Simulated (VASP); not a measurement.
# Pt (Pm-3m) in VASP: single point with LDA

Aim: the single point of Pt with LDA.

Everything below comes from runs of VASP 6.6.1. Logs are shortened: lines on timing, memory, paths and dates and some standing lists are left out, and cuts for length are marked.

### Step 1. The cell of the first run

Symmetry: Pm-3m, No. 221, cubic system. Conventional cell: a = 4.027 Å, b = 4.027 Å, c = 4.027 Å, α = 90.00°, β = 90.00°, γ = 90.00°. Within 3.8 Å of Pt (site symmetry 4/mmm) lie 8 Pt at 2.85 Å.

This isn't the form of Pt at room conditions, which is fcc.

### Step 2. Single point, LDA

File INCAR:

```
ALGO = Normal ; EDIFF = 1E-6
ENCUT = 500 ; GGA_COMPAT = F
ISIF = 2 ; ISMEAR = -1
LASPH = T ; LCHARG = F
LREAL = F ; LWAVE = F
NBANDS = 22 ; NELM = 120
PREC = Accurate ; SIGMA = 0.1
```

File KPOINTS:

```
k-points
0
Gamma
  6 6 6
```

File POSCAR:

```
Pt
1.0
    4.0270000000      0.0000000000      0.0000000000
    0.0000000000      4.0270000000      0.0000000000
    0.0000000000      0.0000000000      4.0270000000
Pt
3
Direct
    0.0000000000      0.5000000000      0.5000000000
    0.5000000000      0.0000000000      0.5000000000
    0.5000000000      0.5000000000      0.0000000000
```

Potentials or basis: VASP PAW LDA potentials, release 64 (Pt).

Launch:

```
> cat potpaw_LDA.64/Pt/POTCAR > POTCAR
> mpirun -np 1 vasp_std > vasp.out
```

OUTCAR:

```text
EDIFF = 1E-6
   ENCUT = 500
   ISIF = 2
   ISMEAR = -1
   LASPH = T
   LREAL = F
   NELM = 120
   PREC = Accurate

 ion  position               nearest neighbor table
   1  0.000  0.500  0.500-   2 2.85   3 2.85   3 2.85   2 2.85   2 2.85   3 2.85   3 2.85   2 2.85

   2  0.500  0.000  0.500-   1 2.85   3 2.85   3 2.85   1 2.85   3 2.85   3 2.85   1 2.85   1 2.85

   3  0.500  0.500  0.000-   1 2.85   2 2.85   1 2.85   2 2.85   2 2.85   2 2.85   1 2.85   1 2.85

  LATTYP: Found a simple cubic cell.
 ALAT       =     4.0270000000

  Lattice vectors:

 A1 = (   4.0270000000,   0.0000000000,   0.0000000000)
 A2 = (   0.0000000000,   4.0270000000,   0.0000000000)
 A3 = (   0.0000000000,   0.0000000000,   4.0270000000)

Analysis of symmetry for initial positions (statically):
=====================================================================
 Subroutine PRICEL returns:
 Original cell was already a primitive cell.

 Routine SETGRP: Setting up the symmetry group for a
 simple cubic supercell.

 Subroutine GETGRP returns: Found 48 space group operations
 (whereof 48 operations were pure point group operations)
 out of a pool of 48 trial point group operations.

The static configuration has the point symmetry O_h .

Analysis of symmetry for dynamics (positions and initial velocities):
=====================================================================
 Subroutine PRICEL returns:
 Original cell was already a primitive cell.

 Routine SETGRP: Setting up the symmetry group for a
 simple cubic supercell.

 Subroutine GETGRP returns: Found 48 space group operations
 (whereof 48 operations were pure point group operations)
 out of a pool of 48 trial point group operations.

The dynamic configuration has the point symmetry O_h .

 Subroutine INISYM returns: Found 48 space group operations
 (whereof 48 operations are pure point group operations),
 and found     1 'primitive' translations

----------------------------------------------------------------------------------------

                                     Primitive cell

  volume of cell :      65.3048

  direct lattice vectors                    reciprocal lattice vectors
     4.027000000  0.000000000  0.000000000     0.248323814  0.000000000  0.000000000
     0.000000000  4.027000000  0.000000000     0.000000000  0.248323814  0.000000000
     0.000000000  0.000000000  4.027000000     0.000000000  0.000000000  0.248323814

  length of vectors
     4.027000000  4.027000000  4.027000000     0.248323814  0.248323814  0.248323814

  position of ions in fractional coordinates (direct lattice)
     0.000000000  0.500000000  0.500000000
     0.500000000  0.000000000  0.500000000
     0.500000000  0.500000000  0.000000000

  ion indices of the primitive-cell ions
   primitive index   ion index
                 1           1
                 2           2
                 3           3

----------------------------------------------------------------------------------------

 KPOINTS: k-points

Automatic generation of k-mesh.
 Grid dimensions read from file:
 generate k-points for:    6    6    6

 Generating k-lattice:

  Cartesian coordinates                     Fractional coordinates (reciprocal lattice)
     0.041387302  0.000000000  0.000000000     0.166666667  0.000000000  0.000000000
     0.000000000  0.041387302  0.000000000     0.000000000  0.166666667  0.000000000
     0.000000000  0.000000000  0.041387302     0.000000000  0.000000000  0.166666667

  Length of vectors
     0.041387302  0.041387302  0.041387302

  Shift w.r.t. Gamma in fractional coordinates (k-lattice)
     0.000000000  0.000000000  0.000000000

 Subroutine IBZKPT returns following result:
 ===========================================

 Found     20 irreducible k-points:

 Following reciprocal coordinates:
            Coordinates               Weight
  0.000000  0.000000  0.000000      1.000000
  0.166667  0.000000  0.000000      6.000000
  0.333333  0.000000  0.000000      6.000000
  0.500000  0.000000  0.000000      3.000000
  0.166667  0.166667  0.000000     12.000000
  0.333333  0.166667  0.000000     24.000000
[... 12 lines left out ...]
  0.500000  0.500000  0.333333      6.000000
  0.500000  0.500000  0.500000      1.000000
   k-points           NKPTS =     20   k-points in BZ     NKDIM =     20   number of bands    NBANDS=     22
   number of dos      NEDOS =    301   number of ions     NIONS =      3
   total plane-waves  NPLWV =  27000
   dimension x,y,z NGX =    30 NGY =   30 NGZ =   30
   dimension x,y,z NGXF=    60 NGYF=   60 NGZF=   60
   ions per type =               3
   NGX,Y,Z   is equivalent  to a cutoff of  12.38, 12.38, 12.38 a.u.
   NGXF,Y,Z  is equivalent  to a cutoff of  24.77, 24.77, 24.77 a.u.
 SYSTEM =  unknown system
   PREC   = accura    normal or accurate (medium, high low for compatibility)
   ISTART =      0    job   : 0-new  1-cont  2-samecut
   ICHARG =      2    charge: 1-file 2-atom 10-const
   ISPIN  =      1    spin polarized calculation?
   LNONCOLLINEAR =      F non collinear calculations
   LSORBIT =      F    spin-orbit coupling
   LASPH  =      T    aspherical Exc in radial PAW
   ENCUT  =  500.0 eV  36.75 Ry    6.06 a.u.   7.34  7.34  7.34*2*pi/ulx,y,z
   NELM   =    120;   NELMIN=  2; NELMDL= -5     # of ELM steps
   EDIFF  = 0.1E-05   stopping-criterion for ELM
   LREAL  =      F    real-space projection
[... 7 lines left out ...]
   TEBEG  =    0.0;   TEEND  =   0.0 temperature during run
   PSTRESS=    0.0 pullay stress
   NELECT =      30.0000    total number of electrons
   NUPDOWN=      -1.0000    fix difference up-down
   EMIN   =  10.00;   EMAX   =-10.00  energy-range for DOS
   EFERMI =   0.00;   METHOD = LEGACY
   ISMEAR =    -1;   SIGMA  =   0.10  broadening in eV -4-tet -1-fermi 0-gaus
   EFERMI_NEDOS =   21; number of points for ismear=-14 and -15
   IALGO  =     38    algorithm
   IMIX   =      4    mixing-type and parameters
     AMIX     =   0.40;   BMIX     =  1.00
     AMIX_MAG =   1.60;   BMIX_MAG =  1.00
  volume/ion in A,a.u.               =      21.77       146.90
  Fermi-wavevector in a.u.,A,eV,Ry     =   1.263185  2.387073 21.709950  1.595636
  Thomas-Fermi vector in A             =   2.396555
   LORBIT       =      0    0 simple, 1 ext, 2 COOP (PROOUT), +10 PAW based schemes
   GGA     = CA    functional components
   LHFCALC =     F    Hartree Fock is set to
   AEXX    =    0.0000 exact exchange contribution
   IVDW    =     0    specifies the selected vdW correction
   LEPSILON=     F    determine dielectric tensor
   LRPA    =     F    only Hartree local field effects (RPA)
 non-spin polarized calculation
  energy-cutoff  :      500.00
  volume of cell :       65.30
 maximum number of plane-waves:      1675
 NGX is ok and might be reduce to    30
   NGX = 15   NGY = 15   NGZ = 15

 number of electron      30.0000001 magnetization

 Free energy of the ion-electron system (eV)
  ---------------------------------------------------
  ext. energy  EPLUGINS =         0.00000000
  ---------------------------------------------------
  free energy    TOTEN  =       -20.07960989 eV

  energy without entropy =      -19.97307206  energy(sigma->0) =      -20.02634097

 E-fermi :   5.2476     XC(G=0): -11.4200

 val. band max:        5.2025664239   @ k =   0.3333   0.0000   0.0000
 cond. band min:       5.2672701957   @ k =   0.5000   0.3333   0.3333
 fundamental gap:      0.0647037718
 Fermi energy:         5.2475595755

 k-point     1 :       0.0000    0.0000    0.0000
  band No.  band energies     occupation
      1      -2.1666      2.00000
      2       0.5783      2.00000
      3       0.9280      2.00000
      4       0.9280      2.00000
      5       0.9280      2.00000
      6       1.4752      2.00000
[... 14 lines left out ...]
     21      13.2920      0.00000
     22      16.5879      0.00000

 k-point     2 :       0.1667    0.0000    0.0000
  band No.  band energies     occupation
      1      -1.8629      2.00000
      2       0.7785      2.00000
      3       0.9842      2.00000
      4       1.1141      2.00000
      5       1.1141      2.00000
      6       1.5135      2.00000
[... 14 lines left out ...]
     21      14.6573      0.00000
     22      17.0299      0.00000

 k-point     3 :       0.3333    0.0000    0.0000
  band No.  band energies     occupation
      1      -1.0785      2.00000
      2       1.1066      2.00000
      3       1.2121      2.00000
      4       1.6575      2.00000
      5       1.6575      2.00000
      6       1.7030      2.00000
[... 14 lines left out ...]
     21      14.7530      0.00000
     22      16.3605      0.00000

 k-point     4 :       0.5000    0.0000    0.0000
  band No.  band energies     occupation
      1      -0.5058      2.00000
      2       1.1741      2.00000
      3       1.3876      2.00000
      4       2.0298      2.00000
      5       2.3377      2.00000
      6       2.3377      2.00000
[... 14 lines left out ...]
     21      14.5780      0.00000
     22      15.8922      0.00000

 k-point     5 :       0.1667    0.1667    0.0000
  band No.  band energies     occupation
      1      -1.5731      2.00000
      2       0.9808      2.00000
      3       1.0694      2.00000
      4       1.2395      2.00000
      5       1.2706      2.00000
      6       1.6516      2.00000
[... 14 lines left out ...]
     21      15.8299      0.00000
     22      15.9064      0.00000

 k-point     6 :       0.3333    0.1667    0.0000
  band No.  band energies     occupation
      1      -0.8155      2.00000
      2       1.2239      2.00000
      3       1.4334      2.00000
      4       1.5543      2.00000
      5       1.7752      2.00000
      6       1.9428      2.00000
[... 14 lines left out ...]
     21      15.0027      0.00000
     22      15.7953      0.00000

 k-point     7 :       0.5000    0.1667    0.0000
  band No.  band energies     occupation
      1      -0.2279      2.00000
      2       1.3084      2.00000
      3       1.6135      2.00000
      4       1.6731      2.00000
      5       2.3875      2.00000
      6       2.4324      2.00000
[... 224 lines left out ...]
      6       2.5872      2.00000
[... 14 lines left out ...]
     21      14.0282      0.00000
     22      14.0282      0.00000

 k-point    17 :       0.3333    0.3333    0.3333
  band No.  band energies     occupation
      1       0.0000      2.00000
      2       1.0385      2.00000
      3       1.0385      2.00000
      4       1.8329      2.00000
      5       2.5141      2.00000
      6       2.5141      2.00000
[... 14 lines left out ...]
     21      11.7640      0.00000
     22      13.5571      0.00000

 k-point    18 :       0.5000    0.3333    0.3333
  band No.  band energies     occupation
      1       0.2524      2.00000
      2       0.5934      2.00000
      3       0.9237      2.00000
      4       1.7186      2.00000
      5       2.4434      2.00000
      6       2.5615      2.00000
[... 14 lines left out ...]
     21      11.6820      0.00000
     22      13.2695      0.00000

 k-point    19 :       0.5000    0.5000    0.3333
  band No.  band energies     occupation
      1       0.4402      2.00000
      2       0.4402      2.00000
      3       0.4651      2.00000
      4       1.5623      2.00000
      5       2.5788      2.00000
      6       2.5788      2.00000
[... 14 lines left out ...]
     21      11.4374      0.00000
     22      11.4374      0.00000

 k-point    20 :       0.5000    0.5000    0.5000
  band No.  band energies     occupation
      1       0.2868      2.00000
      2       0.2868      2.00000
      3       0.2868      2.00000
      4       1.3915      2.00000
      5       2.5933      2.00000
      6       2.5933      2.00000
[... 14 lines left out ...]
     21      10.2754      0.00000
     22      10.2754      0.00000

------------------------ aborting loop because EDIFF is reached ----------------------------------------

  FORCE on cell =-STRESS in cart. coord.  units (eV):
  Direction    XX          YY          ZZ          XY          YZ          ZX
  --------------------------------------------------------------------------------------
  -------------------------------------------------------------------------------------
  Total      -12.3225825    -12.3225825    -12.3225825     -0.0000000     -0.0000000     -0.0000000
  in kB     -302.3203829   -302.3203829   -302.3203829     -0.0000000     -0.0000000     -0.0000000
  external PRESSURE =    -302.3203829 kB  Pullay stress =       0.0000000 kB

 VOLUME and BASIS-vectors are now :
 -----------------------------------------------------------------------------
  energy-cutoff  :      500.00
  volume of cell :       65.30
      direct lattice vectors                 reciprocal lattice vectors
     4.027000000  0.000000000  0.000000000     0.248323814  0.000000000  0.000000000
     0.000000000  4.027000000  0.000000000     0.000000000  0.248323814  0.000000000
     0.000000000  0.000000000  4.027000000     0.000000000  0.000000000  0.248323814

 POSITION                                       TOTAL-FORCE (eV/Angst)
 -----------------------------------------------------------------------------------
      0.00000      2.01350      2.01350         0.000000      0.000000      0.000000
      2.01350      0.00000      2.01350         0.000000      0.000000      0.000000
      2.01350      2.01350      0.00000         0.000000      0.000000      0.000000
 -----------------------------------------------------------------------------------
    total drift:                                0.000000      0.000000     -0.000000

  FREE ENERGIE OF THE ION-ELECTRON SYSTEM (eV)
  ---------------------------------------------------
  free  energy   TOTEN  =       -20.0796098892 eV

  energy  without entropy=      -19.9730720593  energy(sigma->0) =      -20.02634097
```

It took 21 s on 1 thread of Intel Xeon 8259CL, shared host; peak memory 0.15 GiB.

Results:

```yaml
Free_energy: -20.0796 eV
Pressure: -30.2 GPa
Band_gap_on_the_k_mesh: zero (bands 15 and 16 overlap by 1.30 eV)
```

Levels at points of the mesh, in eV from the Fermi level:
```csv
k point,band 12,band 13,band 14,band 15,band 16,band 17,band 18,band 19
"(0.00, 0.00, 0.00)",-0.19,0.71,0.94,0.94,0.94,3.95,3.95,3.95
"(0.50, 0.00, 0.00)",-1.40,-0.90,-0.90,-0.82,-0.09,0.95,7.61,7.61
"(0.50, 0.50, 0.00)",-1.47,-1.43,-0.97,-0.58,-0.36,2.53,2.62,2.62
"(0.50, 0.50, 0.50)",-0.43,0.49,0.64,0.64,0.64,2.44,2.44,2.44
```

Caveat: the cell stands under tension; spin-orbit coupling is left out, which moves the levels of the heavy elements.

The gap in the log of VASP goes by the Fermi energy; the results here count the filled bands.